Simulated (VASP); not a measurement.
SiO2, 24 atoms in the cell. The structure is tetragonal, space group P4_2/mcm (No. 132). The conventional cell has a = 8.239 Å, b = 8.239 Å, c = 5.558 Å, α = 90.00°, β = 90.00°, γ = 90.00°. Si (site symmetry m) has 4 O at 1.63 to 1.67 Å within 2.2 Å. Within 2.2 Å of O (site symmetry 2/m) lie 2 Si at 1.63 Å. Within 2.2 Å of O (site symmetry 2) lie 2 Si at 1.63 Å. O (site symmetry m2m) has 2 Si at 1.67 Å within 2.2 Å. The cell was built from a structure type or drawn by symmetry, and may not be a known phase.

```yaml
Program: VASP 6.6.1
Task: single point
Functional: PBE
Potentials_or_basis: VASP PAW PBE potentials, release 64 (Si, O)
Cutoff: 520 eV
k_mesh: 2 × 2 × 4
Occupations: gaussian, width 0.1 eV
Spin: no spin polarisation
Dipole_correction: no
Further_INCAR_settings: LREAL = Auto; ALGO = Normal; EDIFF = 1e-06; NBANDS = 82
```

Potentials or basis: VASP PAW PBE potentials, release 64 (Si, O).

Launch:

```console
$ cat potpaw_PBE.64/Si/POTCAR potpaw_PBE.64/O/POTCAR > POTCAR
$ mpirun -np 1 vasp_std > vasp.out
```

Hardware: 1 thread of Intel Xeon 8259CL (shared host).

Q: How long does it take, and how much memory?

A: Run time: 13 min on 1 thread of Intel Xeon 8259CL, with other jobs on the host, peak memory 0.49 GiB. Counts: scf iterations 16, k points 9.
